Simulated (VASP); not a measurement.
**CdSe: single point with PBE**

CdSe:

```
Cd Se
1.0
     0.00000    3.09841    3.09841
     3.09841    0.00000    3.09841
     3.09841    3.09841    0.00000
Cd Se
1 1
Direct
  0.00000 0.00000 0.00000
  0.75000 0.75000 0.75000
```

```yaml
Program: VASP 6.6.1
Task: single point
Functional: PBE
Potentials_or_basis: VASP PAW PBE potentials, release 64 (Cd, Se)
Cutoff: 520 eV
k_mesh: 10 × 10 × 10
Occupations: gaussian, width 0.02 eV
Spin: no spin polarisation
```

```json
{
 "Pressure": "0.2 GPa",
 "Band gap on the k mesh": "0.49 eV, direct"
}
```

Levels at points of the mesh, in eV from the valence-band top:
| k point | band 5 | band 6 | band 7 | band 8 | band 9 | band 10 | band 11 | band 12 | band 13 | band 14 |
| --- | --- | --- | --- | --- | --- | --- | --- | --- | --- | --- |
| (0.00, 0.00, 0.00) | -7.44 | -7.44 | 0.00 | 0.00 | 0.00 | 0.49 | 5.93 | 5.93 | 5.93 | 9.56 |
| (0.50, 0.00, 0.00) | -7.42 | -7.19 | -4.07 | -0.67 | -0.67 | 2.32 | 6.43 | 6.43 | 7.25 | 9.89 |
| (0.50, 0.50, 0.00) | -7.39 | -7.13 | -3.83 | -1.67 | -1.67 | 3.24 | 3.69 | 8.86 | 9.88 | 9.88 |

It took 60 s on 1 thread of AMD EPYC 7R13, on a shared host, peak memory 0.19 GiB.
